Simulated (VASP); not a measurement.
# Mn (Im-3m) in VASP: a series of runs

Mn is run at these levels: BLYP; tasks: single point, relaxation of cell and atoms.

Program: VASP 6.6.1. These are calculated values, not measurements. Logs are shortened: lines on timing, memory, paths and dates and some standing lists are left out, and cuts for length are marked.

**1. The cell of the first run**

It takes space group Im-3m (No. 229, cubic). Conventional cell: a = 2.950 Å, b = 2.950 Å, c = 2.950 Å, α = 90.00°, β = 90.00°, γ = 90.00°. Mn (site symmetry m-3m) has 14 Mn at 2.55 to 2.95 Å within 3.4 Å.

This isn't the form of Mn at room conditions, which is a 58-atom cubic cell.

**2. Single point, BLYP, collinear spin, antiferromagnetic start**

The input, INCAR:

```
  AGGAC = 1.0
  AGGAX = 1.0
  ALDAC = 0.0
  ALDAX = 1.0
  ALGO = Normal
  EDIFF = 1E-6
  ENCUT = 520
  GGA = B5
  ISIF = 2
  ISMEAR = -1
  ISPIN = 2
  LASPH = T
  LCHARG = T
  LELF = T
  LMAXMIX = 4
  LORBIT = 11
  LREAL = F
  LVHAR = T
  LWAVE = F
  MAGMOM = 3 -3
  NBANDS = 24
  NELM = 150
  PREC = Accurate
  SIGMA = 0.05
```

The input, KPOINTS:

```
k-points
0
Gamma
  11 11 11
```

The input, POSCAR:

```
Mn
1.0
    2.9501502430      0.0000000000      0.0000000000
    0.0000000000      2.9501502430      0.0000000000
    0.0000000000      0.0000000000      2.9501502430
Mn
2
Direct
    0.0000000000      0.0000000000      0.0000000000
    0.5000000000      0.5000000000      0.5000000000
```

Potentials or basis: VASP PAW PBE potentials, release 64 (Mn_pv).

Started as:

```console
> cat potpaw_PBE.64/Mn_pv/POTCAR > POTCAR
> mpirun -np 1 vasp_std > vasp.out
```

OUTCAR:

```text
EDIFF = 1E-6
   ENCUT = 520
   GGA = B5
   ISIF = 2
   ISMEAR = -1
   ISPIN = 2
   LASPH = T
   LORBIT = 11
   LREAL = F
   NELM = 150
   PREC = Accurate

 ion  position               nearest neighbor table
   1  0.000  0.000  0.000-   2 2.55   2 2.55   2 2.55   2 2.55   2 2.55   2 2.55   2 2.55   2 2.55

   2  0.500  0.500  0.500-   1 2.55   1 2.55   1 2.55   1 2.55   1 2.55   1 2.55   1 2.55   1 2.55

  LATTYP: Found a simple cubic cell.
 ALAT       =     2.9501502430

  Lattice vectors:

 A1 = (   2.9501502430,   0.0000000000,   0.0000000000)
 A2 = (   0.0000000000,   2.9501502430,   0.0000000000)
 A3 = (   0.0000000000,   0.0000000000,   2.9501502430)

Analysis of symmetry for initial positions (statically):
=====================================================================
 Subroutine PRICEL returns following result:

  LATTYP: Found a body centered cubic cell.
 ALAT       =     2.9501502430

  Lattice vectors:

 A1 = (   1.4750751215,   1.4750751215,  -1.4750751215)
 A2 = (  -1.4750751215,   1.4750751215,   1.4750751215)
 A3 = (   1.4750751215,  -1.4750751215,   1.4750751215)

   2 primitive cells build up your supercell.

 Routine SETGRP: Setting up the symmetry group for a
 simple cubic supercell.

 Subroutine GETGRP returns: Found 48 space group operations
 (whereof 48 operations were pure point group operations)
 out of a pool of 48 trial point group operations.

The static configuration has the point symmetry O_h .

Analysis of symmetry for dynamics (positions and initial velocities):
=====================================================================
 Subroutine PRICEL returns following result:

  LATTYP: Found a body centered cubic cell.
 ALAT       =     2.9501502430

  Lattice vectors:

 A1 = (   1.4750751215,   1.4750751215,  -1.4750751215)
 A2 = (  -1.4750751215,   1.4750751215,   1.4750751215)
 A3 = (   1.4750751215,  -1.4750751215,   1.4750751215)

   2 primitive cells build up your supercell.

 Routine SETGRP: Setting up the symmetry group for a
 simple cubic supercell.

 Subroutine GETGRP returns: Found 48 space group operations
 (whereof 48 operations were pure point group operations)
 out of a pool of 48 trial point group operations.

The dynamic configuration has the point symmetry O_h .

Analysis of structural, dynamic, and magnetic symmetry:
=====================================================================
 Subroutine PRICEL returns following result:

  LATTYP: Found a body centered cubic cell.
 ALAT       =     2.9501502430

  Lattice vectors:

 A1 = (   1.4750751215,   1.4750751215,  -1.4750751215)
 A2 = (  -1.4750751215,   1.4750751215,   1.4750751215)
 A3 = (   1.4750751215,  -1.4750751215,   1.4750751215)

   2 primitive cells build up your supercell.

 Routine SETGRP: Setting up the symmetry group for a
 simple cubic supercell.

 Subroutine GETGRP returns: Found 48 space group operations
 (whereof 48 operations were pure point group operations)
 out of a pool of 48 trial point group operations.

The overall configuration has the point symmetry O_h .

 Subroutine INISYM returns: Found 48 space group operations
 (whereof 48 operations are pure point group operations),
 and found     2 'primitive' translations

----------------------------------------------------------------------------------------

                                     Primitive cell

  volume of cell :      12.8381

  direct lattice vectors                    reciprocal lattice vectors
     1.475075121  1.475075122 -1.475075121     0.338965787  0.338965787  0.000000000
    -1.475075121  1.475075121  1.475075121    -0.000000000  0.338965787  0.338965787
     1.475075121 -1.475075121  1.475075122     0.338965787  0.000000000  0.338965787

  length of vectors
     2.554905055  2.554905055  2.554905055     0.479370014  0.479370014  0.479370014

  position of ions in fractional coordinates (direct lattice)
     0.000000000  0.000000000  0.000000000

  ion indices of the primitive-cell ions
   primitive index   ion index
                 1           1

----------------------------------------------------------------------------------------

 KPOINTS: k-points

Automatic generation of k-mesh.
 Grid dimensions read from file:
 generate k-points for:   11   11   11

 Generating k-lattice:

  Cartesian coordinates                     Fractional coordinates (reciprocal lattice)
     0.030815072  0.000000000  0.000000000     0.090909091  0.000000000  0.000000000
     0.000000000  0.030815072  0.000000000     0.000000000  0.090909091  0.000000000
     0.000000000  0.000000000  0.030815072     0.000000000  0.000000000  0.090909091

  Length of vectors
     0.030815072  0.030815072  0.030815072

  Shift w.r.t. Gamma in fractional coordinates (k-lattice)
     0.000000000  0.000000000  0.000000000

 Subroutine IBZKPT returns following result:
 ===========================================

 Found     56 irreducible k-points:

 Following reciprocal coordinates:
[... 61 lines left out ...]
  energy-cutoff  :      520.00
  volume of cell :       25.68
 maximum number of plane-waves:       739
 NGX is ok and might be reduce to    24
   NGX = 11   NGY = 11   NGZ = 11

 number of electron      25.9999987 magnetization      -0.0000000

 number of electron      25.9999987 magnetization       0.0000000

 Free energy of the ion-electron system (eV)
  ---------------------------------------------------
  ext. energy  EPLUGINS =         0.00000000
  ---------------------------------------------------
  free energy    TOTEN  =       -15.29990710 eV

  energy without entropy =      -15.26016720  energy(sigma->0) =      -15.28003715

 E-fermi :   9.3707     XC(G=0): -12.3565

 val. band max:        9.3515862839   @ k =   0.2727   0.2727   0.0000
 cond. band min:       9.3770470033   @ k =   0.2727   0.0909   0.0909
 fundamental gap:      0.0254607194
 Fermi energy:         9.3706512065

 spin component 1

 k-point     1 :       0.0000    0.0000    0.0000
  band No.  band energies     occupation
      1     -39.9189      1.00000
      2     -39.9189      1.00000
      3     -39.9189      1.00000
      4     -37.2917      1.00000
      5     -37.2917      1.00000
      6     -37.2917      1.00000
[... 16 lines left out ...]
     23      28.5321      0.00000
     24      31.4210      0.00000

 k-point     2 :       0.0909    0.0000    0.0000
  band No.  band energies     occupation
      1     -39.9235      1.00000
      2     -39.9178      1.00000
      3     -39.9178      1.00000
      4     -37.2986      1.00000
      5     -37.2921      1.00000
      6     -37.2921      1.00000
[... 16 lines left out ...]
     23      29.0743      0.00000
     24      30.7218      0.00000
[... 565 lines left out ...]
     23      28.4185      0.00000
     24      29.4177      0.00000

 k-point    24 :       0.2727    0.0909    0.0909
  band No.  band energies     occupation
      1     -39.9524      1.00000
      2     -39.9159      1.00000
      3     -39.9156      1.00000
      4     -37.3393      1.00000
      5     -37.2992      1.00000
      6     -37.2989      1.00000
[... 16 lines left out ...]
     23      27.4577      0.00000
     24      28.0054      0.00000

 [... further k-points ...]

 spin component 2

 k-point     1 :       0.0000    0.0000    0.0000
  band No.  band energies     occupation
      1     -39.9189      1.00000
      2     -39.9189      1.00000
      3     -39.9189      1.00000
      4     -37.2917      1.00000
      5     -37.2917      1.00000
      6     -37.2917      1.00000
[... 16 lines left out ...]
     23      28.5321      0.00000
     24      31.4210      0.00000

 k-point     2 :       0.0909    0.0000    0.0000
  band No.  band energies     occupation
      1     -39.9235      1.00000
      2     -39.9178      1.00000
      3     -39.9178      1.00000
      4     -37.2986      1.00000
      5     -37.2921      1.00000
      6     -37.2921      1.00000
[... 16 lines left out ...]
     23      29.0743      0.00000
     24      30.7218      0.00000
[... 565 lines left out ...]
     23      28.4185      0.00000
     24      29.4177      0.00000

 k-point    24 :       0.2727    0.0909    0.0909
  band No.  band energies     occupation
      1     -39.9524      1.00000
      2     -39.9159      1.00000
      3     -39.9156      1.00000
      4     -37.3393      1.00000
      5     -37.2992      1.00000
      6     -37.2989      1.00000
[... 16 lines left out ...]
     23      27.4577      0.00000
     24      28.0054      0.00000

 [... further k-points ...]

------------------------ aborting loop because EDIFF is reached ----------------------------------------

  FORCE on cell =-STRESS in cart. coord.  units (eV):
  Direction    XX          YY          ZZ          XY          YZ          ZX
  --------------------------------------------------------------------------------------
  -------------------------------------------------------------------------------------
  Total        0.0222692      0.0222692      0.0222692     -0.0000000      0.0000000      0.0000000
  in kB        1.3895770      1.3895770      1.3895770     -0.0000000      0.0000000      0.0000000
  external PRESSURE =       1.3895770 kB  Pullay stress =       0.0000000 kB

 VOLUME and BASIS-vectors are now :
 -----------------------------------------------------------------------------
  energy-cutoff  :      520.00
  volume of cell :       25.68
      direct lattice vectors                 reciprocal lattice vectors
     2.950150243  0.000000000  0.000000000     0.338965787  0.000000000  0.000000000
     0.000000000  2.950150243  0.000000000     0.000000000  0.338965787  0.000000000
     0.000000000  0.000000000  2.950150243     0.000000000  0.000000000  0.338965787

 POSITION                                       TOTAL-FORCE (eV/Angst)
 -----------------------------------------------------------------------------------
      0.00000      0.00000      0.00000         0.000000      0.000000      0.000000
      1.47508      1.47508      1.47508        -0.000000     -0.000000     -0.000000
 -----------------------------------------------------------------------------------
    total drift:                                0.000000      0.000000     -0.000000

  FREE ENERGIE OF THE ION-ELECTRON SYSTEM (eV)
  ---------------------------------------------------
  free  energy   TOTEN  =       -15.2999070960 eV

  energy  without entropy=      -15.2601672009  energy(sigma->0) =      -15.28003715

 total charge

# of ion       s       p       d       tot
------------------------------------------
    1        0.376   6.302   5.072  11.750
    2        0.376   6.302   5.072  11.750
--------------------------------------------------
tot          0.752  12.604  10.144  23.500

 magnetization (x)

# of ion       s       p       d       tot
------------------------------------------
    1        0.033   0.025   2.471   2.529
    2       -0.033  -0.025  -2.471  -2.529
--------------------------------------------------
tot          0.000   0.000   0.000   0.000
```

It took 28 s on 1 thread of Intel Xeon 6975P-C (Granite Rapids), shared host; peak memory 0.17 GiB.

Results:

* Free energy: -15.2999 eV
* Pressure: 0.1 GPa
* Band gap on the k mesh: zero (filled and empty bands overlap)
* Net moment: 0.00 μB per cell
* Site moments: Mn +2.53, -2.53 μB
* Valence electrons inside the program's atomic spheres: Mn 11.75

Caveat: the antiferromagnetic order is the one typed at the start, and another may lie lower; the PAW data sets were made with another functional, which shifts forces and pressure a little.

**3. Single point, BLYP, collinear spin, ferrimagnetic start (13.87 Å³/atom)**

This run uses another cell than the first one, of 13.87 Å³/atom.

The input, INCAR:

```
PREC = Accurate
ENCUT = 520
EDIFF = 1E-6
ISMEAR = -1
SIGMA = 0.05
LREAL = F
LASPH = T
NELM = 150
ALGO = Normal
ISIF = 2
LWAVE = F
LCHARG = F
ISPIN = 2
MAGMOM = 0.91 -2.882
LORBIT = 11
LMAXMIX = 4
GGA = B5
ALDAX = 1.0
AGGAX = 1.0
AGGAC = 1.0
ALDAC = 0.0
NBANDS = 24
```

The input, KPOINTS:

```
regular mesh
0
Gamma
  12 12 12
```

The input, POSCAR:

```
Mn
1.0
    3.0268115728      0.0000000000      0.0000000000
    0.0000000000      3.0268115728      0.0000000000
    0.0000000000      0.0000000000      3.0268115728
Mn
2
Direct
    0.0000000000      0.0000000000      0.0000000000
    0.5000000000      0.5000000000      0.5000000000
```

Potentials or basis: VASP PAW PBE potentials, release 64 (Mn_pv).

Started as:

```console
> cat potpaw_PBE.64/Mn_pv/POTCAR > POTCAR
> mpirun -np 1 vasp_std > vasp.out
```

Run time: 42 s. Hardware: 1 thread of Intel Xeon 6975P-C (Granite Rapids), shared host; peak memory 0.19 GiB.

It converged, with:

- Free energy: -15.2631 eV
- Pressure: -11.4 GPa
- Band gap on the k mesh: zero (filled and empty bands overlap)
- Net moment: -2.03 μB per cell
- Site moments: Mn +1.33, -3.32 μB
- Valence electrons inside the program's atomic spheres: Mn 11.68, 11.62

Levels at points of the mesh, in eV from the Fermi level:
Spin up:
| k point | band 10 | band 11 | band 12 | band 13 | band 14 | band 15 |
| --- | --- | --- | --- | --- | --- | --- |
| (0.00, 0.00, 0.00) | -1.27 | -1.27 | -1.27 | 1.18 | 1.18 | 1.95 |
| (0.50, 0.00, 0.00) | -1.48 | -1.48 | -0.82 | -0.14 | 0.53 | 0.53 |
| (0.50, 0.50, 0.00) | -2.17 | 0.21 | 0.51 | 0.54 | 0.54 | 1.30 |
| (0.50, 0.50, 0.50) | -1.24 | -1.24 | -1.24 | 0.25 | 0.25 | 2.28 |
Spin down:
```tsv
k point	band 12	band 13	band 14	band 15	band 16	band 17
(0.00, 0.00, 0.00)	-1.90	-0.21	-0.21	1.30	1.30	1.30
(0.50, 0.00, 0.00)	-1.48	-1.30	-0.23	0.00	0.00	0.82
(0.50, 0.50, 0.00)	-0.53	0.08	0.41	0.41	0.79	1.37
(0.50, 0.50, 0.50)	-1.63	-1.19	-1.19	0.82	0.82	7.66
```

Caveat: the cell stands under tension; the PAW data sets were made with another functional, which shifts forces and pressure a little.

**4. Relaxation of cell and atoms, BLYP, collinear spin, antiferromagnetic start**

This run uses another cell than the first one, of 11.75 Å³/atom.

The input, INCAR:

```
  PREC = Accurate
  ENCUT = 600
  EDIFF = 1E-6
  ISMEAR = -1
  SIGMA = 0.05
  LREAL = F
  LASPH = T
  NELM = 150
  ALGO = Normal
  ISIF = 3
  LWAVE = F
  LCHARG = F
  ISPIN = 2
  MAGMOM = 3 -3
  LORBIT = 11
  LMAXMIX = 4
  GGA = B5
  ALDAX = 1.0
  AGGAX = 1.0
  AGGAC = 1.0
  ALDAC = 0.0
  IBRION = 2
  NSW = 80
  EDIFFG = -0.01
```

The input, KPOINTS:

```
Automatic mesh
0
Gamma
  11 11 11
```

The input, POSCAR:

```
Mn
1.0
    2.8642879297      0.0000000000      0.0000000000
    0.0000000000      2.8642879297      0.0000000000
    0.0000000000      0.0000000000      2.8642879297
Mn
2
Direct
    0.0000000000      0.0000000000      0.0000000000
    0.5000000000      0.5000000000      0.5000000000
```

Started as:

```console
> cat potpaw_PBE.64/Mn_pv/POTCAR > POTCAR
> mpirun -np 1 vasp_std > vasp.out
```

Wall time 85 s (1 thread of Intel Xeon 6975P-C (Granite Rapids), shared host); peak memory 0.17 GiB.

Results (log left out):

- Free energy: -15.2989 eV
- Relaxed volume: 12.87 Å³/atom
- Relaxed cell: a = 2.953 Å, b = 2.953 Å, c = 2.953 Å, α = 90.00°, β = 90.00°, γ = 90.00°
- Space group after relaxing (to 0.1 Å): Im-3m (No. 229)
- Energy gained by relaxing: 15.5 meV/atom
- Ionic steps: 5
- Pressure after relaxing: 0.0 GPa
- Band gap on the k mesh: zero (filled and empty bands overlap)
- Net moment: 0.00 μB per cell
- Site moments: Mn +2.55, -2.55 μB
- Valence electrons inside the program's atomic spheres: Mn 11.75

Step by step:
| step | energy change (eV) | largest force (eV/Å) | pressure (GPa) | volume (Å³) |
| --- | --- | --- | --- | --- |
| 1 | 0.0000 | 0.0000 | 3.99 | 23.50 |
| 2 | -0.0215 | 0.0000 | 2.34 | 24.51 |
| 3 | -0.0287 | 0.0000 | 1.16 | 25.14 |
| 4 | -0.0284 | 0.0000 | -1.24 | 26.44 |
| 5 | -0.0310 | 0.0000 | 0.01 | 25.75 |

Final structure:
```
Mn
1.0
     2.95295    0.00000    0.00000
     0.00000    2.95295    0.00000
     0.00000    0.00000    2.95295
Mn
2
Direct
  0.00000 0.00000 0.00000
  0.50000 0.50000 0.50000
```

Levels at points of the mesh, in eV from the Fermi level:
Spin up:
| k point | band 10 | band 11 | band 12 | band 13 | band 14 | band 15 | band 16 | band 17 |
| --- | --- | --- | --- | --- | --- | --- | --- | --- |
| (0.00, 0.00, 0.00) | -1.82 | -1.82 | -1.82 | 0.46 | 0.46 | 1.54 | 1.54 | 1.54 |
Spin down:
```tsv
k point	band 9	band 10	band 11	band 12	band 13	band 14	band 15	band 16	band 17
(0.00, 0.00, 0.00)	-4.14	-1.82	-1.82	-1.82	0.46	0.46	1.54	1.54	1.54
```

Caveat: the antiferromagnetic order is the one typed at the start, and another may lie lower; the PAW data sets were made with another functional, which shifts forces and pressure a little.

**5. Single point, BLYP, collinear spin, antiferromagnetic start**

The input, INCAR:

```
  PREC = Accurate
  ENCUT = 520
  EDIFF = 1E-6
  ISMEAR = -1
  SIGMA = 0.05
  LREAL = F
  LASPH = T
  NELM = 150
  ALGO = Normal
  ISIF = 2
  LWAVE = F
  LCHARG = F
  ISPIN = 2
  MAGMOM = 2.479 -2.479
  LORBIT = 11
  LMAXMIX = 4
  GGA = B5
  ALDAX = 1.0
  AGGAX = 1.0
  AGGAC = 1.0
  ALDAC = 0.0
  NBANDS = 24
```

The input, KPOINTS:

```
Automatic mesh
0
Gamma
  17 17 17
```

The input, POSCAR:

```
Mn
1.0
    2.9501502430      0.0000000000      0.0000000000
    0.0000000000      2.9501502430      0.0000000000
    0.0000000000      0.0000000000      2.9501502430
Mn
2
Direct
    0.0000000000      0.0000000000      0.0000000000
    0.5000000000      0.5000000000      0.5000000000
```

Started as:

```console
> cat potpaw_PBE.64/Mn_pv/POTCAR > POTCAR
> mpirun -np 1 vasp_std > vasp.out
```

It took 62 s on 1 thread of Intel Xeon 6975P-C (Granite Rapids), shared host; peak memory 0.25 GiB.

It converged, with:

- Free energy: -15.3006 eV
- Pressure: 0.3 GPa
- Band gap on the k mesh: zero (filled and empty bands overlap)
- Net moment: 0.00 μB per cell
- Site moments: Mn +2.54, -2.54 μB
- Valence electrons inside the program's atomic spheres: Mn 11.75

Levels at points of the mesh, in eV from the Fermi level:
Spin up:
| k point | band 11 | band 12 | band 13 | band 14 | band 15 | band 16 |
| --- | --- | --- | --- | --- | --- | --- |
| (0.00, 0.00, 0.00) | -1.82 | -1.82 | 0.46 | 0.46 | 1.54 | 1.54 |
Spin down:
```
           k point  band 10  band 11  band 12  band 13  band 14  band 15  band 16  band 17
(0.00, 0.00, 0.00)    -1.82    -1.82    -1.82     0.46     0.46     1.54     1.54     1.54
```

Caveat: the antiferromagnetic order is the one typed at the start, and another may lie lower; the PAW data sets were made with another functional, which shifts forces and pressure a little.

**6. The runs side by side**

| task | spin | cell | k mesh | cutoff (eV) | gap on the mesh (eV) | pressure (GPa) | moment (μB) |
| --- | --- | --- | --- | --- | --- | --- | --- |
| single point | collinear, antiferromagnetic start | a = 2.950 Å, 2 atoms | 11 × 11 × 11 | 520 | none | 0.1 | 0.00 |
| single point | collinear, ferrimagnetic start | a = 3.027 Å, 2 atoms | 12 × 12 × 12 | 520 | none | -11.4 | 2.03 |
| relaxation of cell and atoms | collinear, antiferromagnetic start | relaxed from a = 2.864 Å, 2 atoms | 11 × 11 × 11 | 600 | none | 0.0 | 0.00 |
| single point | collinear, antiferromagnetic start | a = 2.950 Å, 2 atoms | 17 × 17 × 17 | 520 | none | 0.3 | 0.00 |

Alike in all rows: level BLYP; potentials or basis VASP PAW PBE potentials, release 64 (Mn_pv); smearing fermi-dirac 0.05 eV.

Caveats: the PAW data sets were made with another functional, which shifts forces and pressure a little; the antiferromagnetic order is the one typed at the start, and another may lie lower (at least some runs); the cell stands under tension (at least some runs).

Total energies depend on the potentials used, so only differences within one code and one set of settings carry meaning.

The gap in the log of VASP goes by the Fermi energy; the results here count the filled bands.